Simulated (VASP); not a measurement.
# CdF2 in VASP: a series of runs

CdF2 is run at these levels: PBEsol, revPBE, BLYP; tasks: single point.

Everything below comes from runs of VASP 6.6.1. Logs are shortened: lines on timing, memory, paths and dates and some standing lists are left out, and cuts for length are marked.

### Step 1. The cell of the first run

Symmetry: I4/mmm, No. 139, tetragonal system. The conventional cell has a = 3.848 Å, b = 3.848 Å, c = 5.388 Å, α = 90.00°, β = 90.00°, γ = 90.00°. Cd (site symmetry 4/mmm) has 8 F at 2.35 Å within 3.1 Å. F (site symmetry -4m2) has 4 Cd at 2.35 Å and 6 F at 2.69 to 2.72 Å within 3.1 Å.

### Step 2. Single point, PBEsol

File INCAR:

```
PREC = Accurate
ENCUT = 520
EDIFF = 1E-6
ISMEAR = -1
SIGMA = 0.05
LREAL = False
LASPH = True
NELM = 80
ALGO = Normal
ISIF = 2
LWAVE = False
LCHARG = False
GGA = PS
NBANDS = 20
```

File KPOINTS:

```
regular mesh
0
Gamma
  7 7 7
```

File POSCAR:

```
CdF2
1.0
    0.0000000000      2.7209400000      2.6940000000
    2.7209400000      0.0000000000      2.6940000000
    2.7209400000      2.7209400000      0.0000000000
Cd F
1 2
Direct
    0.0000000000      0.0000000000      0.0000000000
    0.7500000000      0.7500000000      0.7500000000
    0.2500000000      0.2500000000      0.2500000000
```

Potentials or basis: VASP PAW PBE potentials, release 64 (Cd, F).

The run is started by

```
> cat potpaw_PBE.64/Cd/POTCAR potpaw_PBE.64/F/POTCAR > POTCAR
> mpirun -np 1 vasp_std > vasp.out
```

OUTCAR:

```text
PREC = Accurate
   ENCUT = 520
   EDIFF = 1E-6
   ISMEAR = -1
   LREAL = False
   LASPH = True
   NELM = 80
   ISIF = 2
   GGA = PS

 ion  position               nearest neighbor table
   1  0.000  0.000  0.000-   2 2.35   3 2.35   2 2.35   2 2.35   3 2.35   2 2.35   3 2.35   3 2.35

   2  0.750  0.750  0.750-   1 2.35   1 2.35   1 2.35   1 2.35
   3  0.250  0.250  0.250-   1 2.35   1 2.35   1 2.35   1 2.35

  LATTYP: Found a body centered tetragonal cell.
 ALAT       =     3.8479902504
 C/A-ratio  =     1.4002114479

  Lattice vectors:

 A1 = (   0.0000000000,  -2.7209400000,  -2.6940000000)
 A2 = (   0.0000000000,   2.7209400000,  -2.6940000000)
 A3 = (   2.7209400000,   0.0000000000,   2.6940000000)

Analysis of symmetry for initial positions (statically):
=====================================================================
 Subroutine PRICEL returns:
 Original cell was already a primitive cell.

 Routine SETGRP: Setting up the symmetry group for a
 body centered tetragonal supercell.

 Subroutine GETGRP returns: Found 16 space group operations
 (whereof 16 operations were pure point group operations)
 out of a pool of 16 trial point group operations.

The static configuration has the point symmetry D_4h.

Analysis of symmetry for dynamics (positions and initial velocities):
=====================================================================
 Subroutine PRICEL returns:
 Original cell was already a primitive cell.

 Routine SETGRP: Setting up the symmetry group for a
 body centered tetragonal supercell.

 Subroutine GETGRP returns: Found 16 space group operations
 (whereof 16 operations were pure point group operations)
 out of a pool of 16 trial point group operations.

The dynamic configuration has the point symmetry D_4h.

 Subroutine INISYM returns: Found 16 space group operations
 (whereof 16 operations are pure point group operations),
 and found     1 'primitive' translations

----------------------------------------------------------------------------------------

                                     Primitive cell

  volume of cell :      39.8901

  direct lattice vectors                    reciprocal lattice vectors
     0.000000000  2.720940000  2.694000000    -0.183760024  0.183760024  0.185597624
     2.720940000  0.000000000  2.694000000     0.183760024 -0.183760024  0.185597624
     2.720940000  2.720940000  0.000000000     0.183760024  0.183760024 -0.185597624

  length of vectors
     3.828988180  3.828988180  3.847990250     0.319346162  0.319346162  0.319346162

  position of ions in fractional coordinates (direct lattice)
     0.000000000  0.000000000  0.000000000
     0.750000000  0.750000000  0.750000000
     0.250000000  0.250000000  0.250000000

  ion indices of the primitive-cell ions
   primitive index   ion index
                 1           1
                 2           2
                 3           3

----------------------------------------------------------------------------------------

 KPOINTS: regular mesh

Automatic generation of k-mesh.
 Grid dimensions read from file:
 generate k-points for:    7    7    7

 Generating k-lattice:

  Cartesian coordinates                     Fractional coordinates (reciprocal lattice)
    -0.026251432  0.026251432  0.026513946     0.142857143  0.000000000  0.000000000
     0.026251432 -0.026251432  0.026513946     0.000000000  0.142857143  0.000000000
     0.026251432  0.026251432 -0.026513946     0.000000000  0.000000000  0.142857143

  Length of vectors
     0.045620880  0.045620880  0.045620880

  Shift w.r.t. Gamma in fractional coordinates (k-lattice)
     0.000000000  0.000000000  0.000000000

 Subroutine IBZKPT returns following result:
 ===========================================

 Found     40 irreducible k-points:

 Following reciprocal coordinates:
            Coordinates               Weight
  0.000000  0.000000  0.000000      1.000000
  0.142857  0.000000  0.000000      8.000000
  0.285714  0.000000  0.000000      8.000000
  0.428571  0.000000  0.000000      8.000000
  0.142857  0.142857  0.000000      2.000000
  0.285714  0.142857  0.000000      8.000000
[... 16 lines left out ...]
  0.428571  0.285714  0.142857      8.000000
 -0.428571  0.285714  0.142857     16.000000
 [... further k-points ...]
   k-points           NKPTS =     40   k-points in BZ     NKDIM =     40   number of bands    NBANDS=     20
   number of dos      NEDOS =    301   number of ions     NIONS =      3
   total plane-waves  NPLWV =  23520
   dimension x,y,z NGX =    28 NGY =   28 NGZ =   30
   dimension x,y,z NGXF=    56 NGYF=   56 NGZF=   60
   ions per type =               1   2
   NGX,Y,Z   is equivalent  to a cutoff of  12.16, 12.16, 12.96 a.u.
   NGXF,Y,Z  is equivalent  to a cutoff of  24.31, 24.31, 25.92 a.u.
 SYSTEM =  unknown system
   PREC   = accura    normal or accurate (medium, high low for compatibility)
   ISTART =      0    job   : 0-new  1-cont  2-samecut
   ICHARG =      2    charge: 1-file 2-atom 10-const
   ISPIN  =      1    spin polarized calculation?
   LNONCOLLINEAR =      F non collinear calculations
   LSORBIT =      F    spin-orbit coupling
   LASPH  =      T    aspherical Exc in radial PAW
   ENCUT  =  520.0 eV  38.22 Ry    6.18 a.u.   7.12  7.12  7.15*2*pi/ulx,y,z
   NELM   =     80;   NELMIN=  2; NELMDL= -5     # of ELM steps
   EDIFF  = 0.1E-05   stopping-criterion for ELM
   LREAL  =      F    real-space projection
   EDIFFG = 0.1E-04   stopping-criterion for IOM
   NSW    =      0    number of steps for IOM
   IBRION =     -1    ionic relax: 0-MD 1-quasi-New 2-CG
   NFREE  =      0    steps in history (QN), initial steepest desc. (CG)
   ISIF   =      2    stress and relaxation
   ISYM   =      2    0-nonsym 1-usesym 2-fastsym
   POTIM  = 0.5000    time-step for ionic-motion
   TEBEG  =    0.0;   TEEND  =   0.0 temperature during run
   PSTRESS=    0.0 pullay stress
   NELECT =      26.0000    total number of electrons
   NUPDOWN=      -1.0000    fix difference up-down
   EMIN   =  10.00;   EMAX   =-10.00  energy-range for DOS
   EFERMI =   0.00;   METHOD = LEGACY
   ISMEAR =    -1;   SIGMA  =   0.05  broadening in eV -4-tet -1-fermi 0-gaus
   EFERMI_NEDOS =   21; number of points for ismear=-14 and -15
   IALGO  =     38    algorithm
   IMIX   =      4    mixing-type and parameters
     AMIX     =   0.40;   BMIX     =  1.00
     AMIX_MAG =   1.60;   BMIX_MAG =  1.00
  volume/ion in A,a.u.               =      13.30        89.73
  Fermi-wavevector in a.u.,A,eV,Ry     =   1.419420  2.682314 27.412362  2.014752
  Thomas-Fermi vector in A             =   2.540442
   LORBIT       =      0    0 simple, 1 ext, 2 COOP (PROOUT), +10 PAW based schemes
   GGA     = PS    functional components
[... 5 lines left out ...]
 non-spin polarized calculation
  energy-cutoff  :      520.00
  volume of cell :       39.89
 maximum number of plane-waves:      1086
   NGX = 15   NGY = 15   NGZ = 15

 number of electron      25.9999993 magnetization

 Free energy of the ion-electron system (eV)
  ---------------------------------------------------
  ext. energy  EPLUGINS =         0.00000000
  ---------------------------------------------------
  free energy    TOTEN  =       -11.59110041 eV

  energy without entropy =      -11.59110041  energy(sigma->0) =      -11.59110041

 E-fermi :  -0.4954     XC(G=0): -10.5972

 val. band max:       -1.6392504930   @ k =  -0.1429   0.4286   0.2857
 cond. band min:       1.2439314633   @ k =   0.0000   0.0000   0.0000
 fundamental gap:      2.8831819564
 Fermi energy:        -0.4953560378

 k-point     1 :       0.0000    0.0000    0.0000
  band No.  band energies     occupation
      1     -22.1972      2.00000
      2     -21.1173      2.00000
      3      -7.1590      2.00000
      4      -7.1590      2.00000
      5      -7.1543      2.00000
      6      -5.9951      2.00000
[... 12 lines left out ...]
     19      17.8266      0.00000
     20      18.0529      0.00000

 k-point     2 :       0.1429    0.0000    0.0000
  band No.  band energies     occupation
      1     -22.1347      2.00000
      2     -21.1727      2.00000
      3      -7.0863      2.00000
      4      -7.0818      2.00000
      5      -6.9495      2.00000
      6      -6.0152      2.00000
[... 12 lines left out ...]
     19      17.3440      0.00000
     20      17.5501      0.00000

 k-point     3 :       0.2857    0.0000    0.0000
  band No.  band energies     occupation
      1     -21.9687      2.00000
      2     -21.3205      2.00000
      3      -6.9355      2.00000
      4      -6.9264      2.00000
      5      -6.4137      2.00000
      6      -6.0164      2.00000
[... 12 lines left out ...]
     19      16.8061      0.00000
     20      17.4914      0.00000

 k-point     4 :       0.4286    0.0000    0.0000
  band No.  band energies     occupation
      1     -21.7533      2.00000
      2     -21.5179      2.00000
      3      -6.8452      2.00000
      4      -6.8313      2.00000
      5      -5.9467      2.00000
      6      -5.9403      2.00000
[... 12 lines left out ...]
     19      16.3708      0.00000
     20      16.8826      0.00000

 k-point     5 :       0.1429    0.1429    0.0000
  band No.  band energies     occupation
      1     -22.1130      2.00000
      2     -21.1908      2.00000
      3      -7.0493      2.00000
      4      -7.0493      2.00000
      5      -6.8910      2.00000
      6      -6.0925      2.00000
[... 12 lines left out ...]
     19      18.0295      0.00000
     20      18.0358      0.00000
[... 353 lines left out ...]
      6      -6.1081      2.00000
[... 12 lines left out ...]
     19      16.1832      0.00000
     20      19.1546      0.00000

 k-point    22 :      -0.1429   -0.0000    0.1429
  band No.  band energies     occupation
      1     -22.0385      2.00000
      2     -21.2568      2.00000
      3      -6.9770      2.00000
      4      -6.9663      2.00000
      5      -6.6502      2.00000
      6      -6.0908      2.00000
[... 12 lines left out ...]
     19      16.6454      0.00000
     20      18.6552      0.00000

 k-point    23 :       0.4286    0.2857    0.1429
  band No.  band energies     occupation
      1     -21.8553      2.00000
      2     -21.4097      2.00000
      3      -6.7714      2.00000
      4      -6.6993      2.00000
      5      -6.2987      2.00000
      6      -6.1479      2.00000
[... 12 lines left out ...]
     19      17.4069      0.00000
     20      19.6945      0.00000

 k-point    24 :      -0.4286    0.2857    0.1429
  band No.  band energies     occupation
      1     -21.6938      2.00000
      2     -21.5511      2.00000
      3      -6.6972      2.00000
      4      -6.5640      2.00000
      5      -6.1880      2.00000
      6      -5.9700      2.00000
[... 12 lines left out ...]
     19      16.9288      0.00000
     20      19.8888      0.00000

 [... further k-points ...]
[... 5 lines left out ...]
  --------------------------------------------------------------------------------------
  -------------------------------------------------------------------------------------
  Total       -0.4853570     -0.4853570     -0.2185176      0.0000000      0.0000000      0.0000000
  in kB      -19.4942424    -19.4942424     -8.7767061      0.0000000      0.0000000      0.0000000
  external PRESSURE =     -15.9217303 kB  Pullay stress =       0.0000000 kB

 VOLUME and BASIS-vectors are now :
 -----------------------------------------------------------------------------
  energy-cutoff  :      520.00
  volume of cell :       39.89
      direct lattice vectors                 reciprocal lattice vectors
     0.000000000  2.720940000  2.694000000    -0.183760024  0.183760024  0.185597624
     2.720940000  0.000000000  2.694000000     0.183760024 -0.183760024  0.185597624
     2.720940000  2.720940000  0.000000000     0.183760024  0.183760024 -0.185597624

 POSITION                                       TOTAL-FORCE (eV/Angst)
 -----------------------------------------------------------------------------------
      0.00000      0.00000      0.00000        -0.000000      0.000000     -0.000000
      4.08141      4.08141      4.04100        -0.000000     -0.000000      0.000000
      1.36047      1.36047      1.34700         0.000000      0.000000     -0.000000
 -----------------------------------------------------------------------------------
    total drift:                                0.000000      0.000000      0.000000

  FREE ENERGIE OF THE ION-ELECTRON SYSTEM (eV)
  ---------------------------------------------------
  free  energy   TOTEN  =       -11.5911004087 eV

  energy  without entropy=      -11.5911004086  energy(sigma->0) =      -11.59110041
```

It took 13 s on 1 thread of Intel Xeon 6975P-C (Granite Rapids), shared host; peak memory 0.17 GiB.

Results:

| Property | Result |
| --- | --- |
| Free energy | -11.5911 eV |
| Pressure | -1.6 GPa |
| Band gap on the k mesh | 2.88 eV, indirect (least direct gap 3.34 eV) |

Stress tensor (GPa, compression positive):
```
-1.95  0.00  0.00
 0.00 -1.95  0.00
 0.00  0.00 -0.88
```

Caveat: the PAW data sets were made with another functional, which shifts forces and pressure a little. A k mesh can miss the band edges.

### Step 3. Single point, PBEsol

This run uses another cell than the first one, of 13.56 Å³/atom, 1.020 times its volume.

INCAR: that of step 2 with these lines changed.

```diff
@@ -2,3 +2,3 @@
 ENCUT = 520
-EDIFF = 1E-6
+EDIFF = 1E-7
 ISMEAR = -1
```

KPOINTS is that of step 2.

File POSCAR:

```
CdF2
1.0
    0.0000000000      2.7478800000      2.6940000000
    2.7478800000      0.0000000000      2.6940000000
    2.7478800000      2.7478800000      0.0000000000
Cd F
1 2
Direct
    0.0000000000      0.0000000000      0.0000000000
    0.7500000000      0.7500000000      0.7500000000
    0.2500000000      0.2500000000      0.2500000000
```

Potentials or basis: VASP PAW PBE potentials, release 64 (Cd, F).

The run is started by

```
> cat potpaw_PBE.64/Cd/POTCAR potpaw_PBE.64/F/POTCAR > POTCAR
> mpirun -np 1 vasp_std > vasp.out
```

Wall time 16 s (1 thread of Intel Xeon 6975P-C (Granite Rapids), shared host); peak memory 0.18 GiB.

Results (log left out):

```
Free energy            : -11.5774 eV
Pressure               : -3.5 GPa
Band gap on the k mesh : 2.80 eV, indirect (least direct gap 3.29 eV)
```

Stress tensor (GPa, compression positive):
```
-4.20  0.00  0.00
 0.00 -4.20  0.00
 0.00  0.00 -2.09
```

Levels at points of the mesh, in eV from the valence-band top:
| k point | band 9 | band 10 | band 11 | band 12 | band 13 | band 14 | band 15 | band 16 | band 17 | band 18 |
| --- | --- | --- | --- | --- | --- | --- | --- | --- | --- | --- |
| (0.00, 0.00, 0.00) | -0.92 | -0.76 | -0.55 | -0.49 | -0.49 | 2.80 | 12.31 | 12.36 | 12.36 | 17.07 |

Caveat: the PAW data sets were made with another functional, which shifts forces and pressure a little.

(Continued in part 2 of 2.)
